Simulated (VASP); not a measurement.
Set up this calculation in VASP 6.6.1, as the native input.

| Property | Result |
| --- | --- |
| Task | single point |
| Functional | HSE06 |
| Potentials or basis | VASP PAW PBE potentials, release 64 (Te, Nb_sv) |
| Cutoff | 520 eV |
| k mesh | 4 × 4 × 4 |
| Occupations | fermi-dirac, width 0.05 eV |
| Spin | no spin polarisation |
| Dipole correction | no |
| Grid for exact exchange (PRECFOCK) | Normal |
| Further INCAR settings | ALGO = Normal; EDIFF = 1e-07; NBANDS = 16 |
| Screening parameter | 0.2079 1/Å |

Crystal: NbTe.

```xyz
2
Lattice="3.6767 0.0000 0.0000 -1.8384 3.1841 0.0000 0.0000 0.0000 3.6117" Properties=species:S:1:pos:R:3 pbc="T T T"
Te    1.8384    1.0614    0.0000
Nb    0.0000    0.0000    1.8058
```

One way to write it, as run:

POSCAR

```
NbTe
1.0
    3.6767210965      0.0000000000      0.0000000000
   -1.8383605482      3.1841338722      0.0000000000
    0.0000000000      0.0000000000      3.6116581545
Te Nb
1 1
Direct
    0.6666666667      0.3333333333      0.0000000000
    0.0000000000      0.0000000000      0.5000000000
```

INCAR.step1

```
PREC = Accurate
ENCUT = 520
EDIFF = 1E-5
ISMEAR = -1
SIGMA = 0.05
LREAL = False
LASPH = True
NELM = 80
ALGO = Normal
ISIF = 2
LWAVE = True
LCHARG = False
GGA = PE
NBANDS = 16
```

INCAR.step2

```
PREC = Accurate
ENCUT = 520
EDIFF = 1E-7
ISMEAR = -1
SIGMA = 0.05
LREAL = False
LASPH = True
NELM = 80
ALGO = Normal
ISIF = 2
LWAVE = False
LCHARG = False
GGA = PE
LHFCALC = True
HFSCREEN = 0.2079
PRECFOCK = Normal
ISTART = 1
NBANDS = 16
```

KPOINTS

```
regular mesh
0
Gamma
  4 4 4
```

Potentials or basis: VASP PAW PBE potentials, release 64 (Te, Nb_sv).

Launch:

```console
$ cat potpaw_PBE.64/Te/POTCAR potpaw_PBE.64/Nb_sv/POTCAR > POTCAR
$ cp INCAR.step1 INCAR
$ mpirun -np 1 vasp_std > vasp.out
$ cp INCAR.step2 INCAR
$ mpirun -np 1 vasp_std > vasp.out
```

Results of the run:

| Quantity | Value |
| --- | --- |
| Pressure | -0.6 GPa |

Caveat: the k points lie up to 0.49 Å⁻¹ apart; the PAW data sets were made with another functional, which shifts forces and pressure a little.

Run time: 11 min on 1 thread of Intel(R) Xeon(R) Platinum 8488C (Sapphire Rapids), on a shared host, peak memory 0.28 GiB.
